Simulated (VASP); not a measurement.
Input of a VASP 6.6.1 run:

INCAR

```
SYSTEM = Nb3Te2Mo
ALGO     = Fast           ! electronic algorithm
EDIFF    = 1E-6           ! SCF threshold, eV
EDIFFG   = -0.01          ! ionic threshold
ENCUT    = 600            ! plane-wave cutoff, eV
GGA      = PE             ! functional
IBRION   = 2              ! ionic algorithm
ISIF     = 3              ! what is computed and relaxed
ISMEAR   = 0              ! smearing method
LASPH    = .TRUE.         ! aspherical terms in the spheres
LCHARG   = .FALSE.        ! write CHGCAR
LREAL    = .FALSE.        ! projectors in reciprocal space
LWAVE    = .FALSE.        ! write WAVECAR
NELM     = 100            ! most SCF steps
NSW      = 100            ! ionic steps
PREC     = Accurate       ! precision mode
SIGMA    = 0.1            ! smearing width, eV
```

The input KPOINTS:

```
k-points
0
G
  10 10 4
  0 0 0
```

File POSCAR:

```
Nb3Te2Mo
1.0
    3.4148309507      0.0000000000      0.0000000000
    0.0000000000      3.4148309507      0.0000000000
    0.0000000000      0.0000000000     11.3497261042
Nb Te Mo
3 2 1
Direct
    0.0000000000      0.0000000000      0.5853550163
    0.5000000000      0.5000000000      0.1814304962
    0.0000000000      0.0000000000      0.3185666716
    0.0000000000      0.0000000000      0.0435040645
    0.5000000000      0.5000000000      0.7269796084
    0.5000000000      0.5000000000      0.4541641429
```

Potentials or basis: VASP PAW PBE potentials, release 64 (Nb_sv, Te, Mo_sv).

Run with:

```sh
$ cat potpaw_PBE.64/Nb_sv/POTCAR potpaw_PBE.64/Te/POTCAR potpaw_PBE.64/Mo_sv/POTCAR > POTCAR
$ mpirun -np 1 vasp_std > vasp.out
```

**Question.** Estimate the space group after relaxing (to 0.1 Å).

**Answer.** P4mm (No. 99).

**Question.** What does it give for the relaxed volume?

**Answer.** 22.10 Å³/atom.

Final structure:
```cif
data_structure
_symmetry_space_group_name_H-M 'P 1'
_symmetry_Int_Tables_number 1
_cell_length_a 3.4266
_cell_length_b 3.4266
_cell_length_c 11.2945
_cell_angle_alpha 90.000
_cell_angle_beta 90.000
_cell_angle_gamma 90.000
_cell_volume 132.62
loop_
_atom_site_label
_atom_site_type_symbol
_atom_site_fract_x
_atom_site_fract_y
_atom_site_fract_z
_atom_site_occupancy
Nb1 Nb 0.00000 0.00000 0.58578 1
Nb2 Nb 0.50000 0.50000 0.18106 1
Nb3 Nb 0.00000 0.00000 0.31880 1
Te1 Te 0.00000 0.00000 0.04399 1
Te2 Te 0.50000 0.50000 0.72638 1
Mo1 Mo 0.50000 0.50000 0.45399 1
```

Caveat: this functional lacks dispersion, which binds layers or chains, so the pressure and a relaxed spacing across them are unreliable.
